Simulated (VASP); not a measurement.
Input of a VASP 6.6.1 run:

Contents of INCAR:

```
SYSTEM = Ti
ALGO     = Fast           ! electronic algorithm
EDIFF    = 1E-6           ! SCF threshold, eV
ENCUT    = 520            ! plane-wave cutoff, eV
GGA      = PE             ! functional
ISIF     = 2              ! what is computed and relaxed
ISMEAR   = 0              ! smearing method
LASPH    = .TRUE.         ! aspherical terms in the spheres
LCHARG   = .TRUE.         ! write CHGCAR
LELF     = .TRUE.         ! ELF
LREAL    = .FALSE.        ! projectors in reciprocal space
LVHAR    = .TRUE.       
LWAVE    = .FALSE.        ! write WAVECAR
NBANDS   = 19             ! bands
NELM     = 60             ! most SCF steps
PREC     = Accurate       ! precision mode
SIGMA    = 0.1            ! smearing width, eV
```

Contents of KPOINTS:

```
k-points
0
G
  18 18 10
  0 0 0
```

The input POSCAR:

```
Ti
1.0
    2.8771070461      0.0000000000      0.0000000000
   -1.4385535231      2.4916477913      0.0000000000
    0.0000000000      0.0000000000      4.5602045140
Ti
2
Direct
    0.3333333333      0.6666666667      0.2500000000
    0.6666666667      0.3333333333      0.7500000000
```

Potentials or basis: VASP PAW PBE potentials, release 64 (Ti_sv).

Run with:

```console
$ cat potpaw_PBE.64/Ti_sv/POTCAR > POTCAR
$ mpirun -np 1 vasp_std > vasp.out
```

(1) Estimate the band gap on the k mesh.

(2) Predict the pressure.

Answers

(1) zero (bands 12 and 13 overlap by 1.13 eV).

(2) 7.3 GPa.

Caveat: the cell stands under pressure.
